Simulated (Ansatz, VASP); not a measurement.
# One calculation of Li2O, two programs

INCAR

```
SYSTEM = Li2O
ALGO = Normal
EDIFF = 1E-6
ENCUT = 750
GGA = PS
GGA_COMPAT = .False.
ISIF = 2
ISMEAR = -1
LASPH = .True.
LCHARG = .True.
LELF = .True.
LREAL = .False.
LVHAR = .True.
LWAVE = .False.
NBANDS = 13
NELM = 120
PREC = Accurate
SIGMA = 0.03
```

KPOINTS

```
k-points
0
Gamma
  9 9 9
  0 0 0
```

File POSCAR:

```
Li2O
1.0
    0.0000000000      2.3325950000      2.3095000000
    2.3325950000      0.0000000000      2.3095000000
    2.3325950000      2.3325950000      0.0000000000
Li O
2 1
Direct
    0.2500000000      0.2500000000      0.2500000000
    0.7500000000      0.7500000000      0.7500000000
    0.0000000000      0.0000000000      0.0000000000
```

Input for Ansatz:

```yaml
crystal:
  lattice:
    - [0.0, 2.332595, 2.3095]
    - [2.332595, 0.0, 2.3095]
    - [2.332595, 2.332595, 0.0]
  atoms:
    - { symbol: Li, position: [0.25, 0.25, 0.25] }
    - { symbol: Li, position: [0.75, 0.75, 0.75] }
    - { symbol: O, position: [0.0, 0.0, 0.0] }
kpoints:
  mp_grid: { grid: [9, 9, 9] }
  band_path:
    path:
      - [0.0, 0.0, 0.0]
      - [0.0, 0.5, 0.5]
      - [0.25, 0.75, 0.5]
      - [0.0, 0.5, 0.0]
      - [0.0, 0.0, 0.0]
      - [0.5, 0.5, 0.0]
      - [0.3775125, 0.6224875, 0.0]
      - [-0.3775125, 0.3775125, 0.0]
      - [0.0, 0.0, 0.0]
    npoints: 5
scf:
  occupations: { method: fermi_dirac, width: 0.03 }
hamiltonian:
  xc: pbesol
  pseudopotentials: { kind: all_electron, lapw: { basis_error: 0.0005 } }
output:
  forces: true
  stress: true
  eigenvalues: true
```

Change from the starting cell: equal xx and yy strain of +1 %.

Alike in both runs: task single point; functional PBEsol; k mesh 9 × 9 × 9; occupations fermi-dirac, width 0.03 eV; no spin polarisation.

```csv
,VASP,Ansatz
version,VASP 6.6.1,Ansatz 0.2.0
potentials or method,"VASP PAW PBE potentials, release 64 (Li_sv, O), cutoff 750 eV","all-electron LAPW, scalar-relativistic"
```

Ansatz gave:

| Item | Value |
| --- | --- |
| gap on the k mesh at the Fermi level (eV) | 4.86 |
| pressure (GPa) | -3.6 |
| traceless stress, the component that is largest in VASP (GPa) | 1.20 |

Q: Estimate VASP's values.

A: gap on the k mesh at the Fermi level (eV): 4.85; pressure (GPa): -3.4; traceless stress, the component that is largest in VASP (GPa): 1.19.

VASP's potentials were made for PBE, not for PBEsol. Ansatz ran all-electron here, and VASP with PAW potentials.
